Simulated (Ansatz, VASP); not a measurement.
Two plane-wave programs on Zn

```xyz
3
Lattice="2.9330 0.0000 0.0000 -1.4665 2.5401 0.0000 0.0000 0.0000 6.4298" Properties=species:S:1:pos:R:3 pbc="T T T"
Zn    0.7334    0.4235    3.2149
Zn    2.1996    0.4235    1.0716
Zn    1.4665    1.6932    5.3582
```

Alike in both runs: functional PBE; k mesh 6 × 6 × 4; occupations gaussian, width 0.1 eV; no spin polarisation.

Ansatz relaxed the structure, and its values are those at the end. VASP's run is a single point on that final structure, the one shown.

|  | VASP | Ansatz |
| --- | --- | --- |
| version | VASP 6.6.1 | Ansatz 0.2.0 |
| potentials or method | VASP PAW PBE potentials, release 64 (Zn), cutoff 520 eV | scalar-relativistic, plane waves, PAW |
| valence electrons in the cell | 36 | 36 |

Ansatz gave:

```
gap on the k mesh at the Fermi level (eV) : none
pressure (GPa)                            : 0.0
```

Problem. What did VASP give for the same quantities?

Solution. gap on the k mesh at the Fermi level (eV): none; pressure (GPa): 0.3.

A gap of «none» marks a metal or a gap that the smearing closes. The functional is the same, so the differences come from potentials, cutoffs and numerics.

The k mesh is coarse, so the values compare programs but aren't converged.
